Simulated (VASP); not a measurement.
Set up this calculation in VASP 6.6.1, as the native input.

```
Task                   : relaxation of cell and atoms
Functional             : PBE
Potentials or basis    : VASP PAW PBE potentials, release 64 (Mg, Zn, Te)
Cutoff                 : 600 eV
k mesh                 : 2 × 2 × 2
Occupations            : gaussian, width 0.1 eV
Spin                   : no spin polarisation
Dipole correction      : no
Further INCAR settings : ALGO = Normal; EDIFF = 1e-06; IBRION = 2; EDIFFG = -0.025; NSW = 80; ISIF = 3
```

The structure of Mg3ZnTe4 lies in POSCAR:

```
Mg3ZnTe4
1.0
    6.3624312939      0.0893273048     -0.0332523811
    0.0893273048      6.4543528854      0.0939692598
   -0.0332523811      0.0939692598      6.3556640233
Mg Zn Te
3 1 4
Direct
    0.4950984933      0.0008182319     -0.0163924653
   -0.0034441149      0.0005795178      0.5015696378
    0.0043955103      0.5158301946     -0.0012032548
    0.4995248802      0.4972309186      0.5041840375
    0.2586708516      0.7382728359      0.2648771450
    0.2707569049      0.2522324343      0.7505573197
    0.7405000928      0.7446532756      0.7366268745
    0.7344973819      0.2503825912      0.2597807056
```

One way to write it, as run:

INCAR

```
SYSTEM = Mg3ZnTe4
PREC = Accurate
ENCUT = 600
EDIFF = 1E-6
ISMEAR = 0
SIGMA = 0.1
LREAL = .False.
LASPH = .True.
NELM = 60
ALGO = Normal
ISIF = 3
LWAVE = .False.
LCHARG = .False.
GGA = PE
IBRION = 2
NSW = 80
EDIFFG = -0.025
```

KPOINTS

```
Automatic mesh
0
Gamma
  2 2 2
  0 0 0
```

Potentials or basis: VASP PAW PBE potentials, release 64 (Mg, Zn, Te).

Launch:

```bash
$ cat potpaw_PBE.64/Mg/POTCAR potpaw_PBE.64/Zn/POTCAR potpaw_PBE.64/Te/POTCAR > POTCAR
$ mpirun -np 1 vasp_std > vasp.out
```

Results of the run:

- Relaxed volume: 33.34 Å³/atom
- Relaxed cell: a = 6.443 Å, b = 6.426 Å, c = 6.443 Å, α = 90.07°, β = 90.03°, γ = 89.99°
- Space group after relaxing (to 0.05 Å): Cmm2 (No. 35)
- Energy gained by relaxing: 35.1 meV/atom
- Ionic steps: 14
- Pressure after relaxing: 0.0 GPa
- Largest force after relaxing: 0.022 eV/Å
- Band gap on the k mesh: 1.77 eV, direct

Caveat: the k points lie up to 0.49 Å⁻¹ apart in the final cell; spin-orbit coupling is left out, which moves the levels of the heavy elements.

Run time: 13 min on 1 thread of Intel Xeon 6975P-C, with other jobs on the host, peak memory 0.47 GiB.
